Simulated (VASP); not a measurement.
## TePb (NiAs type): relaxation of cell and atoms with PBE

Crystal: TePb (NiAs type).

```xyz
4
Lattice="4.3496 0.0000 0.0000 -2.1748 3.7669 0.0000 0.0000 0.0000 6.7419" Properties=species:S:1:pos:R:3 pbc="T T T"
Pb    0.0000    0.0000    0.0000
Pb    0.0000    0.0000    3.3710
Te    0.0000    2.5113    1.6855
Te    2.1748    1.2556    5.0564
```

| Property | Result |
| --- | --- |
| Program | VASP 6.6.1 |
| Task | relaxation of cell and atoms |
| Functional | PBE |
| Potentials or basis | VASP PAW PBE potentials, release 64 (Pb_d, Te) |
| Cutoff | 600 eV |
| k mesh | 9 × 9 × 5 |
| Occupations | fermi-dirac, width 0.05 eV |
| Spin | no spin polarisation |
| Target pressure | 17 GPa |
| Dipole correction | no |
| Further INCAR settings | ALGO = Normal; EDIFF = 1e-06; IBRION = 2; EDIFFG = -0.005; NSW = 60; ISIF = 3 |

* Relaxed volume: 26.98 Å³/atom
* Relaxed cell: a = 3.927 Å, b = 3.927 Å, c = 8.080 Å, α = 90.00°, β = 90.00°, γ = 120.00°
* Space group after relaxing (to 0.1 Å): P6_3/mmc (No. 194)
* Energy change on relaxing (the run minimises the enthalpy): -26.4 meV/atom
* Ionic steps: 15
* Pressure after relaxing: 17.0 GPa
* Band gap on the k mesh: zero (bands 20 and 21 overlap by 2.08 eV)

Step by step:
| step | energy change (eV) | largest force (eV/Å) | pressure (GPa) | volume (Å³) |
| --- | --- | --- | --- | --- |
| 1 | 0.0000 | 0.0000 | 18.70 | 110.46 |
| 2 | -0.5675 | 0.0000 | 14.35 | 115.14 |
| 3 | -0.5702 | 0.0000 | 14.34 | 115.17 |
| 4 | -0.5862 | 0.0000 | 14.48 | 114.77 |
| 5 | -0.5604 | 0.0000 | 14.90 | 113.25 |
| 6 | -0.1801 | 0.0000 | 15.47 | 108.77 |
| 7 | -0.3890 | 0.0000 | 15.09 | 110.80 |
| 8 | -0.3301 | 0.0000 | 15.19 | 110.14 |
| 9 | 0.0489 | 0.0000 | 18.89 | 106.60 |
| 10 | -0.1640 | 0.0000 | 16.85 | 108.48 |
| 11 | -0.1510 | 0.0000 | 16.89 | 108.35 |
| 12 | -0.1232 | 0.0000 | 16.97 | 108.07 |
| 13 | -0.0617 | 0.0000 | 17.14 | 107.50 |
| 14 | -0.1074 | 0.0000 | 17.01 | 107.92 |
| 15 | -0.1055 | 0.0000 | 17.02 | 107.90 |

Final structure:
```xyz
4
Lattice="3.9269 0.0000 0.0000 -1.9635 3.4008 0.0000 0.0000 0.0000 8.0797" Properties=species:S:1:pos:R:3 pbc="T T T"
Pb    3.9269    0.0000    0.0000
Pb    3.9269    0.0000    4.0399
Te    0.0000    2.2672    2.0199
Te    1.9635    1.1336    6.0598
```

Levels at points of the mesh, in eV from the Fermi level:
```csv
k point,band 16,band 17,band 18,band 19,band 20,band 21,band 22,band 23,band 24
"(0.00, 0.00, 0.00)",-1.20,-1.20,-0.53,-0.53,1.67,1.74,3.05,3.05,3.23
```

Wall time 11 min on 1 thread of AMD EPYC 9R45 96-Core Processor (Zen 5), on a shared host, peak memory 0.3 GiB.

Caveat: the cell is relaxed towards a set pressure, so the run minimises the enthalpy, not the energy; a cell axis changed by over 15 % at a fixed basis, so the end point is rough; spin-orbit coupling is left out, which moves the levels of the heavy elements.
